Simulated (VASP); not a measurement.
Runs of VASP 6.6.1 on CdF2. The structure is that of space group I4/mmm (No. 139), or close to it. The cells are those of the table. 

```tsv
potentials or basis	cell	cutoff (eV)	second run	gap on the mesh (eV)	pressure (GPa)
VASP PAW LDA potentials, release 64 (Cd_sv_GW, F)	a = 3.810, b = 3.602, c = 3.602 Å, angles 63.9, 58.1, 58.1°, 3 atoms	600	valence_matched	2.83	9.6
VASP PAW LDA potentials, release 64 (Cd, F)	a = 3.810, b = 4.030, c = 4.030 Å, angles 56.4, 61.8, 61.8°, 3 atoms	520	-	(a)	-13.2
VASP PAW LDA potentials, release 64 (Cd, F)	a = 3.810, b = 3.536, c = 3.536 Å, angles 65.2, 57.4, 57.4°, 3 atoms	520	-	2.62	20.4
VASP PAW LDA potentials, release 64 (Cd, F)	a = 3.810, b = 3.955, c = 3.955 Å, angles 57.6, 61.2, 61.2°, 3 atoms	520	-	(c)	-11.0
VASP PAW LDA potentials, release 64 (Cd, F)	a = 3.810, b = 3.739, c = 3.739 Å, angles 61.3, 59.4, 59.4°, 3 atoms	520	-	(b)	-0.4
```

Alike in all rows: task single point; level LDA; no spin polarisation; k mesh 8 × 8 × 8; smearing gaussian 0.05 eV.

Problem. Fill in the values left out.

Solution. (a) 2.17; (b) 2.88; (c) 2.41.

A k mesh can miss the band edges, and the runs leave out spin-orbit coupling on Cd.

The runs don't all hold the same shells in valence.
